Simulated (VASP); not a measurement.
# K: single point with PBE+D3(BJ)

The system is K.

```
CELL_PARAMETERS angstrom
2.72732 -4.52802 0.00000
2.72732 4.52802 0.00000
0.00000 0.00000 8.73897
ATOMIC_POSITIONS crystal
K 0.82061 0.17939 0.25000
K 0.17939 0.82061 0.75000
```

- Program: VASP 6.6.1
- Task: single point
- Functional: PBE
- Dispersion: D3(BJ)
- Potentials or basis: VASP PAW PBE potentials, release 64 (K_sv)
- Cutoff: 520 eV
- k mesh: 4 × 4 × 2
- Occupations: gaussian, width 0.19 eV
- Spin: no spin polarisation

```json
{
  "Pressure": "-0.8 GPa",
  "Largest force": "0.004 eV/Å",
  "Band gap on the k mesh": "zero (band 9 reaches -0.15 eV, above the bottom of band 10 at -1.93 eV)",
  "Dispersion energy per atom": "-0.073 eV"
}
```

Forces on the atoms (eV/Å):
```
K    0.000 -0.004  0.000
K    0.000  0.004  0.000
```

Stress tensor (GPa, compression positive):
```
-0.65  0.00  0.00
 0.00 -0.71  0.00
 0.00  0.00 -0.99
```

Levels at points of the mesh, in eV from the Fermi level:
| k point | band 7 | band 8 | band 9 | band 10 | band 11 | band 12 |
| --- | --- | --- | --- | --- | --- | --- |
| (0.00, 0.00, 0.00) | -15.99 | -15.99 | -1.77 | 0.15 | 0.36 | 3.42 |
| (0.50, 0.00, 0.00) | -16.00 | -16.00 | -0.05 | 0.09 | 1.54 | 1.73 |
| (0.50, 0.50, 0.00) | -16.00 | -16.00 | 0.04 | 0.21 | 1.56 | 1.74 |
| (0.00, 0.00, 0.50) | -16.00 | -16.00 | -1.24 | -1.24 | 2.30 | 2.30 |
| (0.50, 0.00, 0.50) | -16.00 | -16.00 | 0.42 | 0.42 | 0.56 | 0.56 |
| (0.50, 0.50, 0.50) | -16.00 | -16.00 | 0.54 | 0.54 | 0.65 | 0.65 |

It took 120 s on 1 thread of AMD EPYC 7571, on a shared host, peak memory 0.29 GiB.

Caveat: pairwise dispersion overbinds metals, which lowers pressure and volume.
